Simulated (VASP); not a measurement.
# MgH (Cmmm) in VASP: a series of runs, part 2 of 2

VASP 6.6.1.

## Step 5: Single point, PBE

This run uses another cell than the first one, of 13.38 Å³/atom.

INCAR reads:

```
SYSTEM = MgH
ALGO = Normal ; EDIFF = 1E-6
ENCUT = 520 ; GGA = PE
ISIF = 2 ; ISMEAR = 0
LASPH = .True. ; LCHARG = .False.
LREAL = .False. ; LWAVE = .False.
NBANDS = 8 ; NELM = 80
PREC = Accurate ; SIGMA = 0.1
```

KPOINTS reads:

```
k-points
0
Gamma
  22 22 18
  0 0 0
```

POSCAR reads:

```
MgH
1.0
    1.4335585398     -2.9614179523      0.0000000000
    1.4335585398      2.9614179523      0.0000000000
    0.0000000000      0.0000000000      3.1505216526
Mg H
1 1
Direct
    0.0000000000      0.0000000000      0.0000000000
    0.5000000000      0.5000000000      0.5000000000
```

Potentials or basis: VASP PAW PBE potentials, release 64 (Mg, H).

The run is started by

```console
cat potpaw_PBE.64/Mg/POTCAR potpaw_PBE.64/H/POTCAR > POTCAR
mpirun -np 1 vasp_std > vasp.out
```

OUTCAR:

```text
SYSTEM = MgH
   EDIFF = 1E-6
   ENCUT = 520
   GGA = PE
   ISIF = 2
   ISMEAR = 0
   LASPH = .True.
   LREAL = .False.
   NELM = 80
   PREC = Accurate

 ion  position               nearest neighbor table
   1  0.000  0.000  0.000-   2 2.13   2 2.13   2 2.13   2 2.13
   2  0.500  0.500  0.500-   1 2.13   1 2.13   1 2.13   1 2.13

  LATTYP: Found a base centered orthorhombic cell.
 ALAT       =     2.8671170796
 B/A-ratio  =     2.0657809710
 C/A-ratio  =     1.0988465295

  Lattice vectors:

 A1 = (   1.4335585398,  -2.9614179523,   0.0000000000)
 A2 = (   1.4335585398,   2.9614179523,   0.0000000000)
 A3 = (   0.0000000000,   0.0000000000,   3.1505216526)

Analysis of symmetry for initial positions (statically):
=====================================================================
 Subroutine PRICEL returns:
 Original cell was already a primitive cell.

 Routine SETGRP: Setting up the symmetry group for a
 base centered orthorhombic supercell.

 Subroutine GETGRP returns: Found  8 space group operations
 (whereof  8 operations were pure point group operations)
 out of a pool of  8 trial point group operations.

The static configuration has the point symmetry D_2h.

[... 167 lines left out ...]
 k-point     1 :       0.0000    0.0000    0.0000
  band No.  band energies     occupation
      1      -6.1996      2.00000
      2       5.7856      0.00000
      3       9.4824      0.00000
      4      11.3724      0.00000
      5      11.6111      0.00000
      6      15.6624      0.00000
      7      16.4526      0.00000
      8      16.7140      0.00000
[... 243 lines left out ...]
 k-point    24 :      -0.4545    0.0455    0.0000
  band No.  band energies     occupation
      1      -3.0089      2.00000
      2       1.9973      2.00000
      3       6.5282      0.00000
      4       9.7567      0.00000
      5      12.1152      0.00000
      6      12.7066      0.00000
      7      16.1710      0.00000
      8      17.4336      0.00000

 [... further k-points ...]

------------------------ aborting loop because EDIFF is reached ----------------------------------------

  FORCE on cell =-STRESS in cart. coord.  units (eV):
  Direction    XX          YY          ZZ          XY          YZ          ZX
  --------------------------------------------------------------------------------------
  -------------------------------------------------------------------------------------
  Total       -0.0372993     -0.0279675     -0.0330295      0.0000000      0.0000000      0.0000000
  in kB       -2.2340035     -1.6750829     -1.9782669      0.0000000      0.0000000      0.0000000
  external PRESSURE =      -1.9624511 kB  Pullay stress =       0.0000000 kB

 VOLUME and BASIS-vectors are now :
 -----------------------------------------------------------------------------
  energy-cutoff  :      520.00
  volume of cell :       26.75
      direct lattice vectors                 reciprocal lattice vectors
     1.433558540 -2.961417952  0.000000000     0.348782408 -0.168838039  0.000000000
     1.433558540  2.961417952  0.000000000     0.348782408  0.168838039  0.000000000
     0.000000000  0.000000000  3.150521653     0.000000000  0.000000000  0.317407753

 POSITION                                       TOTAL-FORCE (eV/Angst)
 -----------------------------------------------------------------------------------
      0.00000      0.00000      0.00000        -0.000000     -0.000000      0.000000
      1.43356      0.00000      1.57526         0.000000      0.000000      0.000000
 -----------------------------------------------------------------------------------
    total drift:                                0.000000     -0.000000     -0.000000

  FREE ENERGIE OF THE ION-ELECTRON SYSTEM (eV)
  ---------------------------------------------------
  free  energy   TOTEN  =        -4.3924891316 eV

  energy  without entropy=       -4.3892064811  energy(sigma->0) =       -4.39084781
```

OSZICAR:

```text
N       E                     dE             d eps       ncg     rms          rms(c)
DAV:   1    -0.242668830229E+01   -0.24267E+01   -0.10152E+03 22496   0.217E+02
DAV:   2    -0.464480515393E+01   -0.22181E+01   -0.21534E+01 28368   0.228E+01
DAV:   3    -0.467612263484E+01   -0.31317E-01   -0.31281E-01 26672   0.287E+00
DAV:   4    -0.467616522817E+01   -0.42593E-04   -0.42593E-04 30512   0.925E-02
DAV:   5    -0.467616533777E+01   -0.10960E-06   -0.10955E-06 27208   0.307E-03    0.258E+00
DAV:   6    -0.445154699540E+01    0.22462E+00   -0.29179E-01 23408   0.163E+00    0.118E+00
DAV:   7    -0.439204813006E+01    0.59499E-01   -0.24163E-01 25728   0.161E+00    0.252E-01
DAV:   8    -0.439265349848E+01   -0.60537E-03   -0.65292E-03 23808   0.423E-01    0.619E-02
DAV:   9    -0.439248688935E+01    0.16661E-03   -0.53736E-04 27536   0.780E-02    0.115E-02
DAV:  10    -0.439248882816E+01   -0.19388E-05   -0.36608E-05 27392   0.295E-02    0.619E-03
DAV:  11    -0.439248913163E+01   -0.30347E-06   -0.25774E-06 24264   0.606E-03
   1 F= -.43924891E+01 E0= -.43908478E+01  d E =-.328265E-02
```

Run time: 3.4 min. Hardware: 1 thread of Intel Xeon 8259CL, shared host; peak memory 0.42 GiB.

Results:

```
Free energy            : -4.3925 eV
Pressure               : -0.2 GPa
Band gap on the k mesh : zero (an odd number of electrons rules out a gap without spin polarisation)
```

## Step 6: Overview

| cell | k mesh | smearing | gap on the mesh (eV) | pressure (GPa) |
| --- | --- | --- | --- | --- |
| a = 2.780, b = 2.780, c = 4.496 Å, angles 90.0, 90.0, 108.2°, 2 atoms, atomic positions A | 6 × 6 × 4 | gaussian 0.1 eV | none | -3.4 |
| a = 3.290, b = 5.222, c = 6.301 Å, angles 90.0, 90.0, 98.7°, 8 atoms, atomic positions B | 6 × 4 × 4 | gaussian 0.2 eV | none | -0.2 |
| a = 3.273, b = 3.273, c = 3.209 Å, angles 90.0, 90.0, 128.8°, 2 atoms, atomic positions A | 20 × 20 × 12 | gaussian 0.1 eV | none | -0.2 |
| a = 3.290, b = 3.290, c = 3.151 Å, angles 90.0, 90.0, 128.3°, 2 atoms, atomic positions A | 22 × 22 × 18 | gaussian 0.1 eV | none | -0.2 |

Alike in all rows: task single point; level PBE; potentials or basis VASP PAW PBE potentials, release 64 (Mg, H); no spin polarisation; cutoff (eV) 520.

Caveats: some runs use coarse meshes.

Absolute energies hang on the potentials; compare differences alone.
